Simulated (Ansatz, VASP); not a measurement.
**ScGa3N2: VASP beside Ansatz**

```
CELL_PARAMETERS angstrom
5.42079 0.00000 0.00000
-2.71039 4.69454 0.00000
0.00000 0.00000 3.19019
ATOMIC_POSITIONS crystal
Sc 0.00000 0.00000 0.00000
Ga 0.50000 0.00000 0.50000
Ga 0.00000 0.50000 0.50000
Ga 0.50000 0.50000 0.50000
N 0.33333 0.66667 0.00000
N 0.66667 0.33333 0.00000
```

Change from the starting cell: species swapped into the LaCu2Ni3 type (P6/mmm, No. 191).

Alike in both runs: functional PBE; k mesh 6 × 6 × 6; occupations gaussian, width 0.1 eV; no spin polarisation.

Ansatz relaxed the structure, and its values are those at the end. VASP's run is a single point on that final structure, the one shown.

|  | VASP | Ansatz |
| --- | --- | --- |
| version | VASP 6.6.1 | Ansatz 0.2.0 |
| potentials or method | VASP PAW PBE potentials, release 64 (Sc_sv, Ga_d, N), cutoff 520 eV | scalar-relativistic, plane waves, PAW |
| valence electrons in the cell | 60 | 60 |

Ansatz gave:

| Quantity | Value |
| --- | --- |
| gap on the k mesh at the Fermi level (eV) | none |
| pressure (GPa) | 0.4 |

**Question.** Estimate VASP's values.

**Answer.** gap on the k mesh at the Fermi level (eV): none; pressure (GPa): 0.7.

A gap of «none» marks a metal or a gap that the smearing closes. With one functional, cell and mesh, what is left measures potentials, basis and numerics.
